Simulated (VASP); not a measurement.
Here is a VASP 6.6.1 calculation.

INCAR

```
  ALGO = Normal
  DIPOL = 0.5 0.5 0.493
  EDIFF = 1E-6
  ENCUT = 520
  GGA = PS
  IDIPOL = 3
  ISIF = 2
  ISMEAR = 0
  LASPH = T
  LCHARG = T
  LDIPOL = T
  LELF = T
  LREAL = F
  LVACPOTAV = T
  LVHAR = T
  LWAVE = F
  NBANDS = 36
  NELM = 100
  PREC = Accurate
  SIGMA = 0.1
```

Contents of KPOINTS:

```
k-points
0
Gamma
  9 9 1
```

The input POSCAR:

```
In3As3H
1.0
    4.3044884351      0.0000000000      0.0000000000
   -2.1522442175      3.7277963351      0.0000000000
    0.0000000000      0.0000000000     26.9078502022
As In H
3 3 1
Direct
    0.0000000000      0.0000000000      0.3158929434
    0.3333333333      0.6666666667      0.4465091042
    0.6666666667      0.3333333333      0.5764541401
    0.3333333333      0.6666666667      0.3485469836
    0.6666666667      0.3333333333      0.4796553371
    0.0000000000      0.0000000000      0.6115307556
    0.0000000000      0.0000000000      0.6758561425
```

Potentials or basis: VASP PAW PBE potentials, release 64 (As, In_d, H).

Command:

```sh
$ cat potpaw_PBE.64/As/POTCAR potpaw_PBE.64/In_d/POTCAR potpaw_PBE.64/H/POTCAR > POTCAR
$ mpirun -np 1 vasp_std > vasp.out
```

Predict the largest force.

0.240 eV/Å.

Forces in eV/Å, atoms in the order of the input:
```
As   0.000  0.000  0.094
As   0.000  0.000  0.136
As   0.000  0.000 -0.005
In   0.000  0.000 -0.240
In   0.000  0.000  0.001
In   0.000  0.000  0.023
H    0.000  0.000 -0.010
```

Caveat: the PAW data sets were made with another functional, which shifts forces and pressure a little.
